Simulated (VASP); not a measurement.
# HfGe3 (Pmmn) in VASP: relaxation of cell and atoms with PBE

Aim: the relaxation of cell and atoms of HfGe3 with PBE.

Program: VASP 6.6.1. These are calculated values, not measurements. Logs are shortened: lines on timing, memory, paths and dates and some standing lists are left out, and cuts for length are marked.

## Step 1: The cell of the first run

The structure is orthorhombic, space group Pmmn (No. 59). The conventional cell has a = 4.726 Å, b = 5.879 Å, c = 4.973 Å, α = 90.00°, β = 90.00°, γ = 90.00°. Hf (site symmetry mm2) has 12 Ge at 2.88 to 2.94 Å within 3.8 Å. Within 3.8 Å of Ge (site symmetry m) lie 4 Hf at 2.88 to 2.90 Å and 8 Ge at 2.88 to 2.94 Å. Ge (site symmetry mm2) has 8 Ge at 2.88 to 2.90 Å and 4 Hf at 2.91 to 2.94 Å within 3.8 Å.

## Step 2: Relaxation of cell and atoms, PBE

Input file INCAR:

```
SYSTEM = HfGe3
PREC     = Accurate       ! precision mode
ENCUT    = 600            ! plane-wave cutoff, eV
EDIFF    = 1E-6           ! SCF threshold, eV
ISMEAR   = 0              ! smearing method
SIGMA    = 0.1            ! smearing width, eV
LREAL    = .FALSE.        ! projectors in reciprocal space
LASPH    = .TRUE.         ! aspherical terms in the spheres
NELM     = 100            ! most SCF steps
ALGO     = Normal         ! electronic algorithm
ISIF     = 3              ! what is computed and relaxed
LWAVE    = .FALSE.        ! write WAVECAR
LCHARG   = .FALSE.        ! write CHGCAR
GGA      = PE             ! functional
IBRION   = 2              ! ionic algorithm
NSW      = 90             ! ionic steps
EDIFFG   = -0.04          ! ionic threshold
```

Input file KPOINTS:

```
regular mesh
0
G
  4 4 4
  0 0 0
```

Input file POSCAR:

```
HfGe3
1.0
    4.7261810983      0.0000000000      0.0000000000
    0.0000000000      5.8788813940      0.0000000000
    0.0000000000      0.0000000000      4.9734237737
Hf Ge
2 6
Direct
    0.0000000000      0.0000000000      0.6700000000
    0.5000000000      0.5000000000      0.3300000000
    0.0000000000      0.2500000000      0.1670000000
    0.0000000000      0.7500000000      0.1670000000
    0.5000000000      0.7500000000      0.8330000000
    0.5000000000      0.2500000000      0.8330000000
    0.5000000000      0.0000000000      0.3300000000
    0.0000000000      0.5000000000      0.6700000000
```

Potentials or basis: VASP PAW PBE potentials, release 64 (Hf_pv, Ge_d).

Command:

```console
$ cat potpaw_PBE.64/Hf_pv/POTCAR potpaw_PBE.64/Ge_d/POTCAR > POTCAR
$ mpirun -np 1 vasp_std > vasp.out
```

OUTCAR:

```text
SYSTEM = HfGe3
   PREC = Accurate
   ENCUT = 600
   EDIFF = 1E-6
   ISMEAR = 0
   LREAL = .FALSE.
   LASPH = .TRUE.
   NELM = 100
   ISIF = 3
   GGA = PE
   IBRION = 2
   NSW = 90
   EDIFFG = -0.04

 ion  position               nearest neighbor table
   1  0.000  0.000  0.670-   3 2.88   4 2.88   5 2.90   6 2.90   5 2.90   6 2.90   3 2.90   4 2.90
                             7 2.91   7 2.91   8 2.94   8 2.94
   2  0.500  0.500  0.330-   5 2.88   6 2.88   3 2.90   4 2.90   3 2.90   4 2.90   5 2.90   6 2.90
                             8 2.91   8 2.91   7 2.94   7 2.94
   3  0.000  0.250  0.167-   1 2.88   8 2.88   6 2.89   6 2.89   2 2.90   2 2.90   7 2.90   7 2.90
                             1 2.90   8 2.90
   4  0.000  0.750  0.167-   1 2.88   8 2.88   5 2.89   5 2.89   2 2.90   2 2.90   7 2.90   7 2.90
                             1 2.90   8 2.90
   5  0.500  0.750  0.833-   2 2.88   7 2.88   4 2.89   4 2.89   8 2.90   1 2.90   1 2.90   8 2.90
                             7 2.90   2 2.90
   6  0.500  0.250  0.833-   2 2.88   7 2.88   3 2.89   3 2.89   8 2.90   1 2.90   1 2.90   8 2.90
                             7 2.90   2 2.90
   7  0.500  0.000  0.330-   5 2.88   6 2.88   3 2.90   4 2.90   3 2.90   4 2.90   5 2.90   6 2.90
                             1 2.91   1 2.91   2 2.94   2 2.94
   8  0.000  0.500  0.670-   3 2.88   4 2.88   5 2.90   6 2.90   5 2.90   6 2.90   3 2.90   4 2.90
                             2 2.91   2 2.91   1 2.94   1 2.94

  LATTYP: Found a simple orthorhombic cell.
 ALAT       =     4.7261810983
 B/A-ratio  =     1.0523134155
 C/A-ratio  =     1.2438967682

  Lattice vectors:

 A1 = (  -4.7261810983,   0.0000000000,   0.0000000000)
 A2 = (   0.0000000000,   0.0000000000,   4.9734237737)
 A3 = (   0.0000000000,   5.8788813940,   0.0000000000)

Analysis of symmetry for initial positions (statically):
=====================================================================
 Subroutine PRICEL returns:
 Original cell was already a primitive cell.

 Routine SETGRP: Setting up the symmetry group for a
 simple orthorhombic supercell.

 Subroutine GETGRP returns: Found  8 space group operations
 (whereof  4 operations were pure point group operations)
 out of a pool of  8 trial point group operations.

The static configuration has the point symmetry C_2v.
 The point group associated with its full space group is D_2h.

Analysis of symmetry for dynamics (positions and initial velocities):
=====================================================================
 Subroutine PRICEL returns:
 Original cell was already a primitive cell.

 Routine SETGRP: Setting up the symmetry group for a
 simple orthorhombic supercell.

 Subroutine GETGRP returns: Found  8 space group operations
[... 142 lines left out ...]
   LHFCALC =     F    Hartree Fock is set to
   AEXX    =    0.0000 exact exchange contribution
   IVDW    =     0    specifies the selected vdW correction
   LEPSILON=     F    determine dielectric tensor
   LRPA    =     F    only Hartree local field effects (RPA)
 conjugate gradient relaxation of ions
 non-spin polarized calculation
 Gauss-broadening in eV      SIGMA  =   0.10
  energy-cutoff  :      600.00
  volume of cell :      138.18
 maximum number of plane-waves:      4630
 NGX is ok and might be reduce to    40
   NGX = 19   NGY = 23   NGZ = 19

--------------------------------------- Ionic step        1  -------------------------------------------

 number of electron     104.0000026 magnetization

 Free energy of the ion-electron system (eV)
  ---------------------------------------------------
  ext. energy  EPLUGINS =         0.00000000
  ---------------------------------------------------
  free energy    TOTEN  =       -47.04448008 eV

  energy without entropy =      -47.02650007  energy(sigma->0) =      -47.03549007

------------------------ aborting loop because EDIFF is reached ----------------------------------------

  FORCE on cell =-STRESS in cart. coord.  units (eV):
  Direction    XX          YY          ZZ          XY          YZ          ZX
  --------------------------------------------------------------------------------------
  -------------------------------------------------------------------------------------
  Total       12.3619531     -2.8322498      7.8970909      0.0000000      0.0000000      0.0000000
  in kB      143.3300167    -32.8383716     91.5624057      0.0000000      0.0000000      0.0000000
  external PRESSURE =      67.3513503 kB  Pullay stress =       0.0000000 kB
[... 107 lines left out ...]
  FREE ENERGIE OF THE ION-ELECTRON SYSTEM (eV)
  ---------------------------------------------------
  free  energy   TOTEN  =       -47.6868427194 eV

  energy  without entropy=      -47.6746854722  energy(sigma->0) =      -47.68076410

[... ionic steps 4 to 19 ...]

--------------------------------------- Ionic step       20  -------------------------------------------

 number of electron     104.0000028 magnetization

------------------------ aborting loop because EDIFF is reached ----------------------------------------
[... 79 lines left out ...]
--------------------------------------- Ionic step       22  -------------------------------------------

 number of electron     104.0000015 magnetization

 Free energy of the ion-electron system (eV)
  ---------------------------------------------------
  ext. energy  EPLUGINS =         0.00000000
  ---------------------------------------------------
  free energy    TOTEN  =       -48.24437008 eV

  energy without entropy =      -48.23333318  energy(sigma->0) =      -48.23885163

 E-fermi :   7.2208     XC(G=0): -11.6485

 val. band max:        7.1658478512   @ k =   0.2500   0.2500   0.0000
 cond. band min:       7.2538935255   @ k =   0.0000   0.5000   0.0000
 fundamental gap:      0.0880456744
 Fermi energy:         7.2207773923

 k-point     1 :       0.0000    0.0000    0.0000
  band No.  band energies     occupation
      1     -24.1811      2.00000
      2     -24.1390      2.00000
      3     -24.1353      2.00000
      4     -24.1022      2.00000
      5     -24.0998      2.00000
      6     -24.0985      2.00000
[... 1549 lines left out ...]
     61      10.3262      0.00000
     62      10.3262      0.00000

 [... further k-points ...]

------------------------ aborting loop because EDIFF is reached ----------------------------------------

  FORCE on cell =-STRESS in cart. coord.  units (eV):
  Direction    XX          YY          ZZ          XY          YZ          ZX
  --------------------------------------------------------------------------------------
  -------------------------------------------------------------------------------------
  Total       -0.0032409      0.0540443      0.1798233      0.0000000      0.0000000      0.0000000
  in kB       -0.0354500      0.5911553      1.9669693      0.0000000      0.0000000      0.0000000
  external PRESSURE =       0.8408915 kB  Pullay stress =       0.0000000 kB
[... 23 lines left out ...]
  FREE ENERGIE OF THE ION-ELECTRON SYSTEM (eV)
  ---------------------------------------------------
  free  energy   TOTEN  =       -48.2443700789 eV

  energy  without entropy=      -48.2333331798  energy(sigma->0) =      -48.23885163

 reached required accuracy - stopping structural energy minimisation
```

OSZICAR:

```text
N       E                     dE             d eps       ncg     rms          rms(c)
DAV:   1     0.144596735574E+04    0.14460E+04   -0.49157E+04  4190   0.495E+03
DAV:   2     0.248247498924E+03   -0.11977E+04   -0.11629E+04  3348   0.127E+03
DAV:   3    -0.187561288155E+02   -0.26700E+03   -0.26028E+03  3386   0.309E+02
[... 213 lines left out ...]
DAV:   3    -0.482444323115E+02    0.10259E-02   -0.14869E-03  4644   0.453E-01    0.856E-02
DAV:   4    -0.482443645306E+02    0.67781E-04   -0.64057E-04  3954   0.271E-01    0.413E-02
DAV:   5    -0.482443678812E+02   -0.33506E-05   -0.10762E-04  4134   0.171E-01    0.217E-02
DAV:   6    -0.482443701238E+02   -0.22427E-05   -0.16773E-05  3898   0.832E-02    0.307E-03
DAV:   7    -0.482443700789E+02    0.44962E-07   -0.51910E-06  2840   0.326E-02
  22 F= -.48244370E+02 E0= -.48238852E+02  d E =-.199168E-02
```

It took 42 min on 1 thread of Intel Xeon 6975P-C (Granite Rapids), shared host; peak memory 0.41 GiB.

Results:

```
Free energy                            : -48.2444 eV
Relaxed volume                         : 18.31 Å³/atom
Relaxed cell                           : a = 5.135 Å, b = 5.595 Å, c = 5.098 Å, α = 90.00°, β = 90.00°, γ = 90.00°
Space group after relaxing (to 0.05 Å) : Pmmn (No. 59)
Energy gained by relaxing              : 150.0 meV/atom
Ionic steps                            : 22
Pressure after relaxing                : 0.1 GPa
Largest force after relaxing           : 0.021 eV/Å
Band gap on the k mesh                 : zero (band 52 reaches 7.77 eV, above the bottom of band 53 at 6.70 eV)
```

Forces on the atoms (eV/Å):
```
Hf   0.000  0.000  0.017
Hf   0.000  0.000 -0.017
Ge   0.000 -0.013 -0.017
Ge   0.000  0.013 -0.017
Ge   0.000 -0.013  0.017
Ge   0.000  0.013  0.017
Ge   0.000  0.000  0.017
Ge   0.000  0.000 -0.017
```

Stress tensor (GPa, compression positive):
```
0.00 0.00 0.00
0.00 0.06 0.00
0.00 0.00 0.20
```

Step by step:
| step | energy change (eV) | largest force (eV/Å) | pressure (GPa) | volume (Å³) |
| --- | --- | --- | --- | --- |
| 1 | 0.0000 | 0.8605 | 6.74 | 138.18 |
| 2 | -0.6405 | 0.4570 | -3.93 | 152.90 |
| 3 | -0.6424 | 0.4571 | -3.54 | 152.03 |
| 4 | -0.8654 | 0.3747 | -0.07 | 147.04 |
| 5 | -0.8699 | 0.3742 | 0.66 | 146.18 |
| 6 | -0.9195 | 0.2769 | 0.29 | 146.83 |
| 7 | -0.9561 | 0.2833 | -0.25 | 147.91 |
| 8 | -1.0090 | 0.3110 | -0.51 | 147.75 |
| 9 | -1.0432 | 0.3850 | -0.51 | 147.24 |
| 10 | -1.0482 | 0.3671 | -0.66 | 147.41 |
| 11 | -1.0962 | 0.3186 | 0.44 | 145.56 |
| 12 | -1.1194 | 0.2110 | 2.35 | 142.82 |
| 13 | -1.1438 | 0.1400 | 2.08 | 143.25 |
| 14 | -1.1790 | 0.1287 | 1.40 | 144.54 |
| 15 | -1.1799 | 0.1384 | 1.38 | 144.76 |
| 16 | -1.1911 | 0.1238 | 0.57 | 146.03 |
| 17 | -1.1934 | 0.1328 | -0.29 | 147.28 |
| 18 | -1.1935 | 0.1315 | -0.28 | 147.20 |
| 19 | -1.1957 | 0.1151 | -0.43 | 147.07 |
| 20 | -1.1979 | 0.0776 | -0.02 | 146.76 |
| 21 | -1.1992 | 0.0533 | -0.02 | 146.64 |
| 22 | -1.1999 | 0.0211 | 0.08 | 146.47 |

Final structure:
```cif
data_structure
_symmetry_space_group_name_H-M 'P 1'
_symmetry_Int_Tables_number 1
_cell_length_a 5.1354
_cell_length_b 5.5951
_cell_length_c 5.0977
_cell_angle_alpha 90.000
_cell_angle_beta 90.000
_cell_angle_gamma 90.000
_cell_volume 146.47
loop_
_atom_site_label
_atom_site_type_symbol
_atom_site_fract_x
_atom_site_fract_y
_atom_site_fract_z
_atom_site_occupancy
Hf1 Hf 0.00000 0.00000 0.61558 1
Hf2 Hf 0.50000 0.50000 0.38442 1
Ge1 Ge 0.00000 0.26389 0.12148 1
Ge2 Ge 0.00000 0.73611 0.12148 1
Ge3 Ge 0.50000 0.76389 0.87852 1
Ge4 Ge 0.50000 0.23611 0.87852 1
Ge5 Ge 0.50000 0.00000 0.38721 1
Ge6 Ge 0.00000 0.50000 0.61279 1
```

Caveat: spin-orbit coupling is left out, which moves the levels of the heavy elements.
